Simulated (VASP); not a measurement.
Li2IF: single point with r2SCAN

The system is Li2IF.

```
F I Li
1.0
     1.88595    1.08886    5.72517
    -1.88595    1.08886    5.72517
     0.00000   -2.17771    5.72517
F I Li
1 1 2
Direct
  0.00000 0.00000 0.00000
  0.50000 0.50000 0.50000
  0.27200 0.27200 0.27200
  0.72800 0.72800 0.72800
```

```yaml
Program: VASP 6.6.1
Task: single point
Functional: r2SCAN
Potentials_or_basis: VASP PAW PBE potentials, release 64 (F, I, Li_sv)
Cutoff: 520 eV
k_mesh: 4 × 4 × 4
Occupations: gaussian, width 0.01 eV
Spin: no spin polarisation
Dipole_correction: no
Further_INCAR_settings: ALGO = Normal; EDIFF = 1e-07; NBANDS = 18
```

- Largest force: 0.006 eV/Å
- Band gap on the k mesh: 2.62 eV, direct

Forces in eV/Å, atoms in the order of the input:
```
F    0.000  0.000  0.000
I    0.000  0.000  0.000
Li   0.000  0.000  0.006
Li   0.000  0.000 -0.006
```

Levels at points of the mesh, in eV from the valence-band top:
```
           k point  band 6  band 7  band 8  band 9  band 10  band 11  band 12  band 13  band 14  band 15
(0.00, 0.00, 0.00)   -4.23   -4.23   -2.39    0.00     0.00     2.62     6.50     7.73     7.73    10.32
(0.50, 0.00, 0.00)   -4.41   -4.32   -4.18   -2.59    -1.17     5.24     5.79     6.14     6.81     7.93
(0.50, 0.50, 0.00)   -4.90   -4.45   -3.52   -2.03    -1.09     4.18     5.38     6.52     7.51     8.30
(0.50, 0.50, 0.50)   -4.23   -4.13   -3.54   -0.03    -0.03     4.28     6.69     7.48     8.42     8.42
```

Run time: 98 s on 1 thread of Intel(R) Xeon(R) 6975P-C (Granite Rapids), with other jobs on the host, peak memory 0.36 GiB.

Caveat: the k points lie up to 0.49 Å⁻¹ apart; the PAW data sets were made with another functional, which shifts forces and pressure a little; spin-orbit coupling is left out, which moves the levels of the heavy elements. r2SCAN opens gaps a little over a GGA but as a rule still falls short of measured ones.
